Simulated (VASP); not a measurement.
# ScAs4 (P6/mmm) in VASP: a series of runs, part 2 of 2

VASP 6.6.1. Earlier steps stand in the parts before.

## Step 3: Single point, PBE

This run uses another cell than the first one, of 27.50 Å³/atom.

File INCAR:

```
  ALGO = Normal
  EDIFF = 1E-6
  ENCUT = 500
  GGA = PE
  GGA_COMPAT = F
  ISIF = 2
  ISMEAR = 0
  LASPH = T
  LCHARG = T
  LELF = T
  LREAL = F
  LVHAR = T
  LWAVE = F
  NBANDS = 24
  NELM = 120
  PREC = Accurate
  SIGMA = 0.1
```

File KPOINTS:

```
k-points
0
Gamma
  6 6 4
```

File POSCAR:

```
ScAs4
1.0
    5.5277875492      0.0000000000      0.0000000000
   -2.7638937746      4.7872044444      0.0000000000
    0.0000000000      0.0000000000      5.1952279597
Sc As
1 4
Direct
    0.0000000000      0.0000000000      0.5000000000
    0.5000000000      0.0000000000      0.5000000000
    0.0000000000      0.5000000000      0.5000000000
    0.5000000000      0.5000000000      0.5000000000
    0.0000000000      0.0000000000      0.0000000000
```

Potentials or basis: VASP PAW PBE potentials, release 64 (Sc_sv, As).

Run with:

```bash
$ cat potpaw_PBE.64/Sc_sv/POTCAR potpaw_PBE.64/As/POTCAR > POTCAR
$ mpirun -np 1 vasp_std > vasp.out
```

OUTCAR:

```text
EDIFF = 1E-6
   ENCUT = 500
   GGA = PE
   ISIF = 2
   ISMEAR = 0
   LASPH = T
   LREAL = F
   NELM = 120
   PREC = Accurate

 ion  position               nearest neighbor table
   1  0.000  0.000  0.500-   5 2.60   5 2.60   2 2.76   2 2.76   4 2.76   3 2.76   3 2.76   4 2.76

   2  0.500  0.000  0.500-   1 2.76   1 2.76   4 2.76   4 2.76   3 2.76   3 2.76
   3  0.000  0.500  0.500-   4 2.76   4 2.76   1 2.76   1 2.76   2 2.76   2 2.76
   4  0.500  0.500  0.500-   3 2.76   3 2.76   1 2.76   2 2.76   2 2.76   1 2.76
   5  0.000  0.000  0.000-   1 2.60   1 2.60

  LATTYP: Found a hexagonal cell.
 ALAT       =     5.5277875492
 C/A-ratio  =     0.9398385726

  Lattice vectors:

 A1 = (   5.5277875492,   0.0000000000,   0.0000000000)
 A2 = (  -2.7638937746,   4.7872044444,   0.0000000000)
 A3 = (   0.0000000000,   0.0000000000,   5.1952279597)

Analysis of symmetry for initial positions (statically):
=====================================================================
 Subroutine PRICEL returns:
 Original cell was already a primitive cell.

 Routine SETGRP: Setting up the symmetry group for a
 hexagonal supercell.

 Subroutine GETGRP returns: Found 24 space group operations
 (whereof 24 operations were pure point group operations)
 out of a pool of 24 trial point group operations.

The static configuration has the point symmetry D_6h.

Analysis of symmetry for dynamics (positions and initial velocities):
=====================================================================
 Subroutine PRICEL returns:
 Original cell was already a primitive cell.

 Routine SETGRP: Setting up the symmetry group for a
 hexagonal supercell.

 Subroutine GETGRP returns: Found 24 space group operations
 (whereof 24 operations were pure point group operations)
 out of a pool of 24 trial point group operations.

The dynamic configuration has the point symmetry D_6h.

 Subroutine INISYM returns: Found 24 space group operations
 (whereof 24 operations are pure point group operations),
 and found     1 'primitive' translations

----------------------------------------------------------------------------------------

                                     Primitive cell

  volume of cell :     137.4795

  direct lattice vectors                    reciprocal lattice vectors
     5.527787549  0.000000000  0.000000000     0.180904203  0.104445090  0.000000000
    -2.763893775  4.787204444  0.000000000     0.000000000  0.208890180  0.000000000
     0.000000000  0.000000000  5.195227960     0.000000000  0.000000000  0.192484335

  length of vectors
     5.527787549  5.527787549  5.195227960     0.208890180  0.208890180  0.192484335

  position of ions in fractional coordinates (direct lattice)
     0.000000000  0.000000000  0.500000000
     0.500000000  0.000000000  0.500000000
     0.000000000  0.500000000  0.500000000
     0.500000000  0.500000000  0.500000000
     0.000000000  0.000000000  0.000000000

  ion indices of the primitive-cell ions
   primitive index   ion index
                 1           1
                 2           2
                 3           3
                 4           4
                 5           5

----------------------------------------------------------------------------------------

 KPOINTS: k-points

Automatic generation of k-mesh.
 Grid dimensions read from file:
 generate k-points for:    6    6    4

 Generating k-lattice:

  Cartesian coordinates                     Fractional coordinates (reciprocal lattice)
     0.030150700  0.017407515  0.000000000     0.166666667  0.000000000  0.000000000
     0.000000000  0.034815030  0.000000000     0.000000000  0.166666667  0.000000000
     0.000000000  0.000000000  0.048121084     0.000000000  0.000000000  0.250000000

  Length of vectors
     0.034815030  0.034815030  0.048121084

  Shift w.r.t. Gamma in fractional coordinates (k-lattice)
     0.000000000  0.000000000  0.000000000

 Subroutine IBZKPT returns following result:
 ===========================================

 Found     21 irreducible k-points:

 Following reciprocal coordinates:
            Coordinates               Weight
  0.000000  0.000000  0.000000      1.000000
  0.166667 -0.000000  0.000000      6.000000
  0.333333 -0.000000  0.000000      6.000000
  0.500000 -0.000000  0.000000      3.000000
  0.166667  0.166667  0.000000      6.000000
  0.333333  0.166667  0.000000     12.000000
[... 13 lines left out ...]
  0.333333  0.166667  0.500000     12.000000
  0.333333  0.333333  0.500000      2.000000
   k-points           NKPTS =     21   k-points in BZ     NKDIM =     21   number of bands    NBANDS=     24
   number of dos      NEDOS =    301   number of ions     NIONS =      5
   total plane-waves  NPLWV =  64000
   dimension x,y,z NGX =    40 NGY =   40 NGZ =   40
   dimension x,y,z NGXF=    80 NGYF=   80 NGZF=   80
   ions per type =               1   4
   NGX,Y,Z   is equivalent  to a cutoff of  12.03, 12.03, 12.80 a.u.
   NGXF,Y,Z  is equivalent  to a cutoff of  24.06, 24.06, 25.60 a.u.
 SYSTEM =  unknown system
   PREC   = accura    normal or accurate (medium, high low for compatibility)
   ISTART =      0    job   : 0-new  1-cont  2-samecut
   ICHARG =      2    charge: 1-file 2-atom 10-const
   ISPIN  =      1    spin polarized calculation?
   LNONCOLLINEAR =      F non collinear calculations
   LSORBIT =      F    spin-orbit coupling
   LASPH  =      T    aspherical Exc in radial PAW
   ENCUT  =  500.0 eV  36.75 Ry    6.06 a.u.  10.08 10.08  9.47*2*pi/ulx,y,z
   NELM   =    120;   NELMIN=  2; NELMDL= -5     # of ELM steps
   EDIFF  = 0.1E-05   stopping-criterion for ELM
   LREAL  =      F    real-space projection
[... 7 lines left out ...]
   TEBEG  =    0.0;   TEEND  =   0.0 temperature during run
   PSTRESS=    0.0 pullay stress
   NELECT =      31.0000    total number of electrons
   NUPDOWN=      -1.0000    fix difference up-down
   EMIN   =  10.00;   EMAX   =-10.00  energy-range for DOS
   EFERMI =   0.00;   METHOD = LEGACY
   ISMEAR =     0;   SIGMA  =   0.10  broadening in eV -4-tet -1-fermi 0-gaus
   EFERMI_NEDOS =   21; number of points for ismear=-14 and -15
   IALGO  =     38    algorithm
   IMIX   =      4    mixing-type and parameters
     AMIX     =   0.40;   BMIX     =  1.00
     AMIX_MAG =   1.60;   BMIX_MAG =  1.00
  volume/ion in A,a.u.               =      27.50       185.55
  Fermi-wavevector in a.u.,A,eV,Ry     =   0.996436  1.882991 13.509017  0.992885
  Thomas-Fermi vector in A             =   2.128524
   LORBIT       =      0    0 simple, 1 ext, 2 COOP (PROOUT), +10 PAW based schemes
   GGA     = PE    functional components
   LHFCALC =     F    Hartree Fock is set to
   AEXX    =    0.0000 exact exchange contribution
   IVDW    =     0    specifies the selected vdW correction
   LEPSILON=     F    determine dielectric tensor
   LRPA    =     F    only Hartree local field effects (RPA)
 non-spin polarized calculation
 Gauss-broadening in eV      SIGMA  =   0.10
  energy-cutoff  :      500.00
  volume of cell :      137.48
 maximum number of plane-waves:      3516
   NGX = 21   NGY = 21   NGZ = 19

 number of electron      31.0000001 magnetization

 Free energy of the ion-electron system (eV)
  ---------------------------------------------------
  ext. energy  EPLUGINS =         0.00000000
  ---------------------------------------------------
  free energy    TOTEN  =       -24.29121372 eV

  energy without entropy =      -24.27181996  energy(sigma->0) =      -24.28151684

 E-fermi :   2.6261     XC(G=0):  -8.7013

 val. band max:        2.5569192356   @ k =   0.3333  -0.0000   0.0000
 cond. band min:       2.6307062578   @ k =   0.1667   0.1667   0.0000
 fundamental gap:      0.0737870222
 Fermi energy:         2.6260925376

 k-point     1 :       0.0000    0.0000    0.0000
  band No.  band energies     occupation
      1     -46.4770      2.00000
      2     -25.2275      2.00000
      3     -25.2275      2.00000
      4     -25.0832      2.00000
      5     -10.6205      2.00000
      6      -7.2195      2.00000
[... 16 lines left out ...]
     23       6.1039      0.00000
     24       6.3500      0.00000
[... 517 lines left out ...]
      2     -25.2289      2.00000
      3     -25.2289      2.00000
      4     -25.0857      2.00000
      5      -9.0253      2.00000
      6      -9.0253      2.00000
[... 16 lines left out ...]
     23       7.0497      0.00000
     24       7.0497      0.00000

------------------------ aborting loop because EDIFF is reached ----------------------------------------

  FORCE on cell =-STRESS in cart. coord.  units (eV):
  Direction    XX          YY          ZZ          XY          YZ          ZX
  --------------------------------------------------------------------------------------
  -------------------------------------------------------------------------------------
  Total        0.1293871      0.1293871      0.0156684      0.0000000     -0.0000000      0.0000000
  in kB        1.5078690      1.5078690      0.1825983      0.0000000     -0.0000000      0.0000000
  external PRESSURE =       1.0661121 kB  Pullay stress =       0.0000000 kB

 VOLUME and BASIS-vectors are now :
 -----------------------------------------------------------------------------
  energy-cutoff  :      500.00
  volume of cell :      137.48
      direct lattice vectors                 reciprocal lattice vectors
     5.527787549  0.000000000  0.000000000     0.180904203  0.104445090  0.000000000
    -2.763893775  4.787204444  0.000000000     0.000000000  0.208890180  0.000000000
     0.000000000  0.000000000  5.195227960     0.000000000  0.000000000  0.192484335

 POSITION                                       TOTAL-FORCE (eV/Angst)
 -----------------------------------------------------------------------------------
      0.00000      0.00000      2.59761        -0.000000      0.000000      0.000000
      2.76389      0.00000      2.59761         0.000000      0.000000      0.000000
     -1.38195      2.39360      2.59761        -0.000000      0.000000      0.000000
      1.38195      2.39360      2.59761        -0.000000      0.000000      0.000000
      0.00000      0.00000      0.00000        -0.000000      0.000000      0.000000
 -----------------------------------------------------------------------------------
    total drift:                                0.000000      0.000000     -0.000000

  FREE ENERGIE OF THE ION-ELECTRON SYSTEM (eV)
  ---------------------------------------------------
  free  energy   TOTEN  =       -24.2912137176 eV

  energy  without entropy=      -24.2718199559  energy(sigma->0) =      -24.28151684
```

It took 1.9 min on 1 thread of Oxide Virtual Turin-like, shared host; peak memory 0.22 GiB.

What came out:

* Free energy: -24.2912 eV
* Pressure: 0.1 GPa
* Band gap on the k mesh: zero (an odd number of electrons rules out a gap without spin polarisation)

Stress tensor (GPa, compression positive):
```
0.15 0.00 0.00
0.00 0.15 0.00
0.00 0.00 0.02
```

Caveat: an odd number of electrons without spin polarisation forces a metal; a magnetic or distorted state may lie lower.

The gap in the log of VASP goes by the Fermi energy; the results here count the filled bands.